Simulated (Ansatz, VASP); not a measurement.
## Two plane-wave programs on BiTe

The input INCAR:

```
PREC = Accurate
ENCUT = 520
EDIFF = 1E-6
ISMEAR = 0
SIGMA = 0.15
LREAL = F
LASPH = T
NELM = 100
ALGO = Normal
ISIF = 2
LWAVE = F
LCHARG = F
GGA = PE
NBANDS = 18
```

File KPOINTS:

```
regular mesh
0
Gamma
  14 14 14
```

File POSCAR:

```
BiTe
1.0
    0.0080875000      3.2350000000      3.2350000000
    3.2350000000      0.0080875000      3.2350000000
    3.2430875000      3.2430875000      0.0000000000
Bi Te
1 1
Direct
    0.0000000000      0.0000000000      0.0000000000
    0.5000000000      0.5000000000      0.5000000000
```

Input for Ansatz:

```yaml
crystal:
  lattice:
    - [0.0080875, 3.235, 3.235]
    - [3.235, 0.0080875, 3.235]
    - [3.2430875, 3.2430875, 0.0]
  atoms:
    - { symbol: Bi, position: [0.0, 0.0, 0.0] }
    - { symbol: Te, position: [0.5, 0.5, 0.5] }
basis:
  ecutwfc: 420
kpoints:
  mp_grid: { grid: [14, 14, 14] }
hamiltonian:
  xc: pbe
scf:
  occupations: { method: gaussian, width: 0.15 }
output:
  forces: true
  stress: true
  eigenvalues: true
```

Change from the starting cell: strain +0.0050 x Voigt [0, 0, 0, 0, 0, 1], atoms carried along.

Alike in both runs: task single point; functional PBE; k mesh 14 × 14 × 14; occupations gaussian, width 0.15 eV; no spin polarisation.

```csv
,VASP,Ansatz
version,VASP 6.6.1,Ansatz 0.2.0
potentials or method,"VASP PAW PBE potentials, release 64 (Bi_d, Te), cutoff 520 eV","scalar-relativistic, plane waves, PAW"
valence electrons in the cell,21,31
```

Ansatz gave:

```
gap on the k mesh at the Fermi level (eV) : none
pressure (GPa)                            : 0.8
```

Task: Which values does VASP return?

Result: gap on the k mesh at the Fermi level (eV): none; pressure (GPa): 0.7.

A gap of «none» marks a metal or a gap that the smearing closes. The functional is the same, so the differences come from potentials, cutoffs and numerics. VASP's potentials hold 21 valence electrons a cell and Ansatz's 31, so a difference there can come from the potentials and not from the codes.

Neither program's run includes spin-orbit coupling.
